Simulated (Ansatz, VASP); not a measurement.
# One calculation of Se, two programs

```xyz
2
Lattice="2.9966 0.0000 0.0000 -1.4983 2.5951 0.0000 0.0000 0.0000 3.9021" Properties=species:S:1:pos:R:3 pbc="T T T"
Se    0.0000    1.7301    0.9755
Se    1.4983    0.8650    2.9266
```

Change from the starting cell: volume scaled by 0.68, LAPW.

Alike in both runs: task single point; functional PBE; k mesh 14 × 14 × 8; occupations fermi-dirac, width 0.08 eV; no spin polarisation.

|  | VASP | Ansatz |
| --- | --- | --- |
| version | VASP 6.6.1 | Ansatz 0.2.0 |
| potentials or method | VASP PAW PBE potentials, release 64 (Se), cutoff 520 eV | all-electron LAPW, scalar-relativistic |

Ansatz gave:

- pressure (GPa): 45.4
- traceless stress, the component that is largest in VASP (GPa): -0.02

Q: Which values does VASP return?

A: Pressure (GPa): 45.7; traceless stress, the component that is largest in VASP (GPa): 0.12.

Both programs put the cell under a high pressure, so it lies far from rest at this level. Ansatz ran all-electron here, and VASP with PAW potentials.
